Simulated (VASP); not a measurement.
# ZnAu (P4/mmm) in VASP: a series of runs

The runs below take ZnAu through single point, with PBE.

All numbers are computed with VASP 6.6.1; they aren't measurements. Logs are shortened: lines on timing, memory, paths and dates and some standing lists are left out, and cuts for length are marked.

## Step 1: The cell of the first run

It takes space group P4/mmm (No. 123, tetragonal). Conventional cell: a = 3.265 Å, b = 3.265 Å, c = 3.147 Å, α = 90.00°, β = 90.00°, γ = 90.00°. Zn (site symmetry 4/mmm) has 8 Au at 2.79 Å and 6 Zn at 3.15 to 3.27 Å within 3.7 Å. Within 3.7 Å of Au (site symmetry 4/mmm) lie 8 Zn at 2.79 Å and 6 Au at 3.15 to 3.27 Å.

## Step 2: Single point, PBE (strain +0.0375 x Voigt [1, 1, 0, 0, 0, 0])

INCAR

```
SYSTEM = ZnAu
ALGO = Fast
EDIFF = 1E-7
ENCUT = 520
GGA = PE
ISIF = 2
ISMEAR = 0
LASPH = .True.
LCHARG = .False.
LREAL = .False.
LWAVE = .False.
NBANDS = 18
NELM = 80
PREC = Accurate
SIGMA = 0.15
```

KPOINTS

```
k-points
0
Gamma
  16 16 16
  0 0 0
```

POSCAR

```
ZnAu
1.0
    3.2650125000      0.0000000000      0.0000000000
    0.0000000000      3.2650125000      0.0000000000
    0.0000000000      0.0000000000      3.1470000000
Zn Au
1 1
Direct
    0.5000000000      0.5000000000      0.5000000000
    0.0000000000      0.0000000000      0.0000000000
```

Potentials or basis: VASP PAW PBE potentials, release 64 (Zn, Au).

Launch:

```console
$ cat potpaw_PBE.64/Zn/POTCAR potpaw_PBE.64/Au/POTCAR > POTCAR
$ mpirun -np 1 vasp_std > vasp.out
```

OUTCAR:

```text
SYSTEM = ZnAu
   EDIFF = 1E-7
   ENCUT = 520
   GGA = PE
   ISIF = 2
   ISMEAR = 0
   LASPH = .True.
   LREAL = .False.
   NELM = 80
   PREC = Accurate

 ion  position               nearest neighbor table
   1  0.500  0.500  0.500-   2 2.79   2 2.79   2 2.79   2 2.79   2 2.79   2 2.79   2 2.79   2 2.79

   2  0.000  0.000  0.000-   1 2.79   1 2.79   1 2.79   1 2.79   1 2.79   1 2.79   1 2.79   1 2.79

  LATTYP: Found a simple tetragonal cell.
 ALAT       =     3.2650125000
 C/A-ratio  =     0.9638554217

  Lattice vectors:

 A1 = (   3.2650125000,   0.0000000000,   0.0000000000)
 A2 = (   0.0000000000,   3.2650125000,   0.0000000000)
 A3 = (   0.0000000000,   0.0000000000,   3.1470000000)

Analysis of symmetry for initial positions (statically):
=====================================================================
 Subroutine PRICEL returns:
 Original cell was already a primitive cell.

 Routine SETGRP: Setting up the symmetry group for a
 simple tetragonal supercell.

 Subroutine GETGRP returns: Found 16 space group operations
 (whereof 16 operations were pure point group operations)
 out of a pool of 16 trial point group operations.

The static configuration has the point symmetry D_4h.

Analysis of symmetry for dynamics (positions and initial velocities):
=====================================================================
 Subroutine PRICEL returns:
 Original cell was already a primitive cell.

 Routine SETGRP: Setting up the symmetry group for a
 simple tetragonal supercell.

 Subroutine GETGRP returns: Found 16 space group operations
 (whereof 16 operations were pure point group operations)
 out of a pool of 16 trial point group operations.

The dynamic configuration has the point symmetry D_4h.

 Subroutine INISYM returns: Found 16 space group operations
 (whereof 16 operations are pure point group operations),
 and found     1 'primitive' translations

----------------------------------------------------------------------------------------

                                     Primitive cell

  volume of cell :      33.5480

  direct lattice vectors                    reciprocal lattice vectors
     3.265012500  0.000000000  0.000000000     0.306277541  0.000000000  0.000000000
     0.000000000  3.265012500  0.000000000     0.000000000  0.306277541  0.000000000
     0.000000000  0.000000000  3.147000000     0.000000000  0.000000000  0.317762949

  length of vectors
     3.265012500  3.265012500  3.147000000     0.306277541  0.306277541  0.317762949

  position of ions in fractional coordinates (direct lattice)
     0.500000000  0.500000000  0.500000000
     0.000000000  0.000000000  0.000000000

  ion indices of the primitive-cell ions
   primitive index   ion index
                 1           1
                 2           2

----------------------------------------------------------------------------------------

 KPOINTS: k-points

Automatic generation of k-mesh.
 Grid dimensions read from file:
 generate k-points for:   16   16   16

 Generating k-lattice:

  Cartesian coordinates                     Fractional coordinates (reciprocal lattice)
     0.019142346  0.000000000  0.000000000     0.062500000  0.000000000  0.000000000
     0.000000000  0.019142346  0.000000000     0.000000000  0.062500000  0.000000000
     0.000000000  0.000000000  0.019860184     0.000000000  0.000000000  0.062500000

  Length of vectors
     0.019142346  0.019142346  0.019860184

  Shift w.r.t. Gamma in fractional coordinates (k-lattice)
     0.000000000  0.000000000  0.000000000

 Subroutine IBZKPT returns following result:
 ===========================================

 Found    405 irreducible k-points:

 Following reciprocal coordinates:
            Coordinates               Weight
  0.000000  0.000000  0.000000      1.000000
  0.062500  0.000000  0.000000      4.000000
  0.125000  0.000000  0.000000      4.000000
  0.187500  0.000000  0.000000      4.000000
  0.250000  0.000000  0.000000      4.000000
  0.312500  0.000000  0.000000      4.000000
[... 16 lines left out ...]
  0.437500  0.125000  0.000000      8.000000
  0.500000  0.125000  0.000000      4.000000
 [... further k-points ...]
   k-points           NKPTS =    405   k-points in BZ     NKDIM =    405   number of bands    NBANDS=     18
   number of dos      NEDOS =    301   number of ions     NIONS =      2
   total plane-waves  NPLWV =  13824
   dimension x,y,z NGX =    24 NGY =   24 NGZ =   24
   dimension x,y,z NGXF=    48 NGYF=   48 NGZF=   48
   ions per type =               1   1
   NGX,Y,Z   is equivalent  to a cutoff of  12.22, 12.22, 12.68 a.u.
   NGXF,Y,Z  is equivalent  to a cutoff of  24.44, 24.44, 25.36 a.u.
 SYSTEM =  ZnAu
   PREC   = accura    normal or accurate (medium, high low for compatibility)
   ISTART =      0    job   : 0-new  1-cont  2-samecut
   ICHARG =      2    charge: 1-file 2-atom 10-const
   ISPIN  =      1    spin polarized calculation?
   LNONCOLLINEAR =      F non collinear calculations
   LSORBIT =      F    spin-orbit coupling
   LASPH  =      T    aspherical Exc in radial PAW
   ENCUT  =  520.0 eV  38.22 Ry    6.18 a.u.   6.07  6.07  5.85*2*pi/ulx,y,z
   NELM   =     80;   NELMIN=  2; NELMDL= -5     # of ELM steps
   EDIFF  = 0.1E-06   stopping-criterion for ELM
   LREAL  =      F    real-space projection
   EDIFFG = 0.1E-05   stopping-criterion for IOM
   NSW    =      0    number of steps for IOM
   IBRION =     -1    ionic relax: 0-MD 1-quasi-New 2-CG
   NFREE  =      0    steps in history (QN), initial steepest desc. (CG)
   ISIF   =      2    stress and relaxation
   ISYM   =      2    0-nonsym 1-usesym 2-fastsym
   POTIM  = 0.5000    time-step for ionic-motion
   TEBEG  =    0.0;   TEEND  =   0.0 temperature during run
   PSTRESS=    0.0 pullay stress
   NELECT =      23.0000    total number of electrons
   NUPDOWN=      -1.0000    fix difference up-down
   EMIN   =  10.00;   EMAX   =-10.00  energy-range for DOS
   EFERMI =   0.00;   METHOD = LEGACY
   ISMEAR =     0;   SIGMA  =   0.15  broadening in eV -4-tet -1-fermi 0-gaus
   EFERMI_NEDOS =   21; number of points for ismear=-14 and -15
   IALGO  =     68    algorithm
   IMIX   =      4    mixing-type and parameters
     AMIX     =   0.40;   BMIX     =  1.00
     AMIX_MAG =   1.60;   BMIX_MAG =  1.00
  volume/ion in A,a.u.               =      16.77       113.20
  Fermi-wavevector in a.u.,A,eV,Ry     =   1.443539  2.727894 28.351900  2.083806
  Thomas-Fermi vector in A             =   2.561936
   LORBIT       =      0    0 simple, 1 ext, 2 COOP (PROOUT), +10 PAW based schemes
   GGA     = PE    functional components
   LHFCALC =     F    Hartree Fock is set to
   AEXX    =    0.0000 exact exchange contribution
   IVDW    =     0    specifies the selected vdW correction
   LEPSILON=     F    determine dielectric tensor
   LRPA    =     F    only Hartree local field effects (RPA)
 non-spin polarized calculation
 RMM-DIIS sequential band-by-band and
 Gauss-broadening in eV      SIGMA  =   0.15
  energy-cutoff  :      520.00
  volume of cell :       33.55
 maximum number of plane-waves:       928
   NGX = 13   NGY = 13   NGZ = 11

 number of electron      22.9999999 magnetization

 Free energy of the ion-electron system (eV)
  ---------------------------------------------------
  ext. energy  EPLUGINS =         0.00000000
  ---------------------------------------------------
  free energy    TOTEN  =        -4.73918838 eV

  energy without entropy =       -4.73365697  energy(sigma->0) =       -4.73642267

 E-fermi :   6.1899     XC(G=0): -11.9619

 val. band max:        6.1731010016   @ k =   0.3125   0.0625   0.1875
 cond. band min:       6.2026216474   @ k =   0.3750   0.1250   0.3125
 fundamental gap:      0.0295206458
 Fermi energy:         6.1899306655

 k-point     1 :       0.0000    0.0000    0.0000
  band No.  band energies     occupation
      1      -3.7303      2.00000
      2      -1.5829      2.00000
      3      -1.5814      2.00000
      4      -1.0788      2.00000
      5      -1.0278      2.00000
      6      -1.0278      2.00000
[... 10 lines left out ...]
     17      18.1606      0.00000
     18      23.9611      0.00000

 k-point     2 :       0.0625    0.0000    0.0000
  band No.  band energies     occupation
      1      -3.6664      2.00000
      2      -1.5716      2.00000
      3      -1.5656      2.00000
      4      -1.0790      2.00000
      5      -1.0285      2.00000
      6      -1.0237      2.00000
[... 10 lines left out ...]
     17      18.1842      0.00000
     18      23.8743      0.00000

 k-point     3 :       0.1250    0.0000    0.0000
  band No.  band energies     occupation
      1      -3.4767      2.00000
      2      -1.5394      2.00000
      3      -1.5202      2.00000
      4      -1.0794      2.00000
      5      -1.0302      2.00000
      6      -1.0119      2.00000
[... 10 lines left out ...]
     17      18.8225      0.00000
     18      23.5226      0.00000

 k-point     4 :       0.1875    0.0000    0.0000
  band No.  band energies     occupation
      1      -3.1673      2.00000
      2      -1.4898      2.00000
      3      -1.4523      2.00000
      4      -1.0795      2.00000
      5      -1.0325      2.00000
      6      -0.9941      2.00000
[... 375 lines left out ...]
      4      -1.0765      2.00000
      5      -0.9641      2.00000
      6      -0.8572      2.00000
[... 10 lines left out ...]
     17      18.9047      0.00000
     18      19.9313      0.00000

 k-point    23 :       0.4375    0.1250    0.0000
  band No.  band energies     occupation
      1      -1.4233      2.00000
      2      -1.3021      2.00000
      3      -1.1788      2.00000
      4      -1.0711      2.00000
      5      -0.9704      2.00000
      6      -0.5523      2.00000
[... 10 lines left out ...]
     17      18.7650      0.00000
     18      19.2498      0.00000

 k-point    24 :       0.5000    0.1250    0.0000
  band No.  band energies     occupation
      1      -1.3313      2.00000
      2      -1.3165      2.00000
      3      -1.1756      2.00000
      4      -1.0684      2.00000
      5      -0.9735      2.00000
      6      -0.3343      2.00000
[... 10 lines left out ...]
     17      17.9432      0.00000
     18      19.5785      0.00000

 [... further k-points ...]
[... 5 lines left out ...]
  --------------------------------------------------------------------------------------
  -------------------------------------------------------------------------------------
  Total       -0.7752439     -0.7752439     -0.7327926      0.0000000     -0.0000000      0.0000000
  in kB      -37.0239295    -37.0239295    -34.9965485      0.0000000     -0.0000000      0.0000000
  external PRESSURE =     -36.3481359 kB  Pullay stress =       0.0000000 kB

 VOLUME and BASIS-vectors are now :
 -----------------------------------------------------------------------------
  energy-cutoff  :      520.00
  volume of cell :       33.55
      direct lattice vectors                 reciprocal lattice vectors
     3.265012500  0.000000000  0.000000000     0.306277541  0.000000000  0.000000000
     0.000000000  3.265012500  0.000000000     0.000000000  0.306277541  0.000000000
     0.000000000  0.000000000  3.147000000     0.000000000  0.000000000  0.317762949

 POSITION                                       TOTAL-FORCE (eV/Angst)
 -----------------------------------------------------------------------------------
      1.63251      1.63251      1.57350         0.000000      0.000000      0.000000
      0.00000      0.00000      0.00000         0.000000      0.000000      0.000000
 -----------------------------------------------------------------------------------
    total drift:                                0.000000      0.000000     -0.000000

  FREE ENERGIE OF THE ION-ELECTRON SYSTEM (eV)
  ---------------------------------------------------
  free  energy   TOTEN  =        -4.7391883799 eV

  energy  without entropy=       -4.7336569699  energy(sigma->0) =       -4.73642267
```

Run time: 81 s. Hardware: 1 thread of Intel Xeon Platinum 8375C at 2.90GHz (Ice Lake), shared host; peak memory 0.35 GiB.

Results:

- Free energy: -4.7392 eV
- Pressure: -3.6 GPa

Caveat: the cell differs from its parent crystal (strain +0.0375 x Voigt [1, 1, 0, 0, 0, 0]); spin-orbit coupling is left out, which moves the levels of the heavy elements.

## Step 3: Single point, PBE (strain +0.0750 x Voigt [1, 1, 0, 0, 0, 0])

INCAR

```
SYSTEM = ZnAu
PREC     = Accurate       ! precision mode
ENCUT    = 520            ! plane-wave cutoff, eV
EDIFF    = 1E-6           ! SCF threshold, eV
ISMEAR   = 0              ! smearing method
SIGMA    = 0.15           ! smearing width, eV
LREAL    = .FALSE.        ! projectors in reciprocal space
LASPH    = .TRUE.         ! aspherical terms in the spheres
NELM     = 60             ! most SCF steps
ALGO     = Fast           ! electronic algorithm
ISIF     = 2              ! what is computed and relaxed
LWAVE    = .FALSE.        ! write WAVECAR
LCHARG   = .TRUE.         ! write CHGCAR
GGA      = PE             ! functional
LELF     = .TRUE.         ! ELF
LVHAR    = .TRUE.       
NBANDS   = 18             ! bands
```

KPOINTS

```
regular mesh
0
G
  16 16 16
  0 0 0
```

POSCAR

```
ZnAu
1.0
    3.3830250000      0.0000000000      0.0000000000
    0.0000000000      3.3830250000      0.0000000000
    0.0000000000      0.0000000000      3.1470000000
Zn Au
1 1
Direct
    0.5000000000      0.5000000000      0.5000000000
    0.0000000000      0.0000000000      0.0000000000
```

Potentials or basis: VASP PAW PBE potentials, release 64 (Zn, Au).

Launch:

```console
$ cat potpaw_PBE.64/Zn/POTCAR potpaw_PBE.64/Au/POTCAR > POTCAR
$ mpirun -np 1 vasp_std > vasp.out
```

Wall time 2.3 min (1 thread of Intel Xeon Platinum 8375C at 2.90GHz (Ice Lake), shared host); peak memory 0.37 GiB.

The run converged. Its results:

- Free energy: -4.6369 eV
- Pressure: -9.1 GPa

Stress tensor (GPa, compression positive):
```
-9.17  0.00  0.00
 0.00 -9.17  0.00
 0.00  0.00 -8.86
```

Levels at points of the mesh, in eV from the Fermi level:
```tsv
k point	band 10	band 11	band 12	band 13	band 14	band 15
(0.00, 0.00, 0.00)	-3.41	-3.41	4.17	4.17	6.18	6.89
(0.50, 0.00, 0.00)	-4.08	-3.49	-2.57	9.38	9.46	9.47
(0.50, 0.50, 0.00)	-3.14	-1.62	-1.62	-0.08	1.38	10.64
(0.00, 0.00, 0.50)	-4.50	-3.65	-1.76	9.86	9.89	9.89
(0.50, 0.00, 0.50)	-2.91	-1.32	-1.19	0.73	1.86	9.23
(0.50, 0.50, 0.50)	-2.82	1.04	2.87	3.49	3.75	3.75
```

Caveat: the cell differs from its parent crystal (strain +0.0750 x Voigt [1, 1, 0, 0, 0, 0]); spin-orbit coupling is left out, which moves the levels of the heavy elements.
